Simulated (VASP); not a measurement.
Here is a VASP 6.6.1 calculation.

INCAR

```
SYSTEM = Hf
PREC     = Accurate       ! precision mode
ENCUT    = 520            ! plane-wave cutoff, eV
EDIFF    = 1E-7           ! SCF threshold, eV
ISMEAR   = 0              ! smearing method
SIGMA    = 0.15           ! smearing width, eV
LREAL    = .FALSE.        ! projectors in reciprocal space
LASPH    = .TRUE.         ! aspherical terms in the spheres
NELM     = 100            ! most SCF steps
ALGO     = Fast           ! electronic algorithm
ISIF     = 2              ! what is computed and relaxed
LWAVE    = .FALSE.        ! write WAVECAR
LCHARG   = .TRUE.         ! write CHGCAR
GGA      = PS             ! functional
LELF     = .TRUE.         ! ELF
LVHAR    = .TRUE.       
NBANDS   = 11             ! bands
```

Contents of KPOINTS:

```
regular mesh
0
G
  20 20 20
  0 0 0
```

The input POSCAR:

```
Hf
1.0
    0.0000000000      2.5628027946      1.6658218165
    2.5628027946      0.0000000000      1.6658218165
    2.5628027946      2.5628027946      0.0000000000
Hf
1
Direct
    0.0000000000      0.0000000000      0.0000000000
```

Potentials or basis: VASP PAW PBE potentials, release 64 (Hf_pv).

Launch:

```sh
$ cat potpaw_PBE.64/Hf_pv/POTCAR > POTCAR
$ mpirun -np 1 vasp_std > vasp.out
```

Q: What does it give for the pressure?

A: -2.9 GPa.

Q: Estimate the band gap on the k mesh.

A: Zero (bands 5 and 6 overlap by 2.05 eV).

Stress tensor (GPa, compression positive):
```
-1.55  0.00  0.00
 0.00 -1.55  0.00
 0.00  0.00 -5.60
```

Caveat: the PAW data sets were made with another functional, which shifts forces and pressure a little; spin-orbit coupling is left out, which moves the levels of the heavy elements.
